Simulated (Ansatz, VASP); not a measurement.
## Two plane-wave programs on EuO

INCAR

```
PREC     = Accurate       # precision mode
ENCUT    = 600            # plane-wave cutoff, eV
EDIFF    = 1E-6           # SCF threshold, eV
ISMEAR   = 0              # smearing method
SIGMA    = 0.05           # smearing width, eV
LREAL    = False          # projectors in reciprocal space
LASPH    = True           # aspherical terms in the spheres
NELM     = 200            # most SCF steps
ALGO     = Normal         # electronic algorithm
ISIF     = 2              # what is computed and relaxed
LWAVE    = False          # write WAVECAR
LCHARG   = False          # write CHGCAR
ISPIN    = 2              # spin polarisation
MAGMOM   = 7.4 -0.08      # initial moments
LORBIT   = 11             # projections on sites
LMAXMIX  = 6              # l up to which the mixer works
LDAU     = True           # DFT+U
LDAUTYPE = 2            
LDAUL    = 3 -1           # shell
LDAUU    = 6 0            # U, eV
LDAUJ    = 0 0          
LDAUPRINT= 1            
GGA      = CA             # functional
NBANDS   = 22             # bands
GGA_COMPAT= False
```

KPOINTS

```
Automatic mesh
0
Gamma
  8 8 8
```

POSCAR

```
EuO
1.0
    0.0000000000      2.5418976383      2.5418976383
    2.5418976383      0.0000000000      2.5418976383
    2.5418976383      2.5418976383      0.0000000000
Eu O
1 1
Direct
    0.5000000000      0.5000000000      0.5000000000
    0.0000000000      0.0000000000      0.0000000000
```

Input for Ansatz:

```yaml
crystal:
  lattice:
    - [0.0, 2.5418976383, 2.5418976383]
    - [2.5418976383, 0.0, 2.5418976383]
    - [2.5418976383, 2.5418976383, 0.0]
  atoms:
    - { symbol: Eu, position: [0.5, 0.5, 0.5], spin: 7.38 }
    - { symbol: O, position: [0.0, 0.0, 0.0] }
basis:
  ecutwfc: 420
  ecutrho_ratio: 4
kpoints:
  mp_grid: { grid: [8, 8, 8] }
hamiltonian:
  xc: lda
  hubbard:
    sites:
      - { species: Eu, l: f, u_eff: 6.0, starting_ns: start.occupation_matrices }
    ns_hold: { iters: 6 }
scf:
  occupations: { method: gaussian, width: 0.05 }
  lower_state_search: "off"
output:
  forces: true
  stress: true
  eigenvalues: true
  populations: true
  hubbard: { sites: [{ species: Eu, l: f }] }
magnetization:
  spin_polarized: true
```

Alike in both runs: task single point; functional LDA; k mesh 8 × 8 × 8; occupations gaussian, width 0.05 eV; collinear spin; Hubbard terms Eu f U = 6.0 eV.

|  | VASP | Ansatz |
| --- | --- | --- |
| version | VASP 6.6.1 | Ansatz 0.2.0 |
| potentials or method | VASP PAW PBE potentials, release 64 (Eu, O), cutoff 600 eV | scalar-relativistic, plane waves, PAW |
| valence electrons in the cell | 23 | 23 |

|  | VASP | Ansatz | Ansatz less VASP |
| --- | --- | --- | --- |
| gap on the k mesh at the Fermi level (eV) | none | none | - |
| pressure (GPa) | -4.3 | -3.8 | +0.42 |
| net moment per atom (μB) | 3.50 | 3.50 | 0.000 |
| size of the moment on the site where the two differ most (μB) | 6.74 | 6.72 | -0.014 |

VASP's potentials were made for PBE, not for LDA. LDA's correlation is that of Perdew and Zunger in VASP and of Perdew and Wang (1992) in Ansatz. Site moments also hang on the region over which each program counts them. The programs project onto different local orbitals, so the same U acts differently, and such runs can settle in different states. A gap of «none» marks a metal or a gap that the smearing closes.

Spin-orbit coupling is off throughout.
